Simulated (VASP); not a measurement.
Runs of VASP 6.6.1 on Hf3Rh. The structure is that of space group Pm-3m (No. 221), or close to it. The cells are those of the table. 

```tsv
task	cell	k mesh	cutoff (eV)	gap on the mesh (eV)	pressure (GPa)	relaxed volume (Å³/atom)
single point	a = 4.297 Å, 4 atoms	12 × 12 × 12	520	none	(a)	-
single point	a = 4.119 Å, 4 atoms	4 × 4 × 4	520	none	(b)	-
single point	a = 4.301 Å, 4 atoms	4 × 4 × 4	520	none	-0.9	-
relaxation of cell and atoms	relaxed from a = 4.119 Å, 4 atoms	4 × 4 × 4	600	none	-0.1	19.77
relaxation of cell and atoms	relaxed from a = 4.301 Å, 4 atoms	12 × 12 × 12	600	none	0.0	19.74
```

Alike in all rows: level PBE; potentials or basis VASP PAW PBE potentials, release 64 (Hf_pv, Rh_pv); no spin polarisation; smearing gaussian 0.1 eV.

Q: Estimate the missing entries.

A: (a) -0.6; (b) 20.9.

Caveats: some runs use coarse meshes; spin-orbit coupling is left out, which moves the levels of the heavy elements.

A k mesh can miss the band edges, and the runs leave out spin-orbit coupling on Hf, Rh.

A gap of «none» marks levels without a gap at the run's occupations.
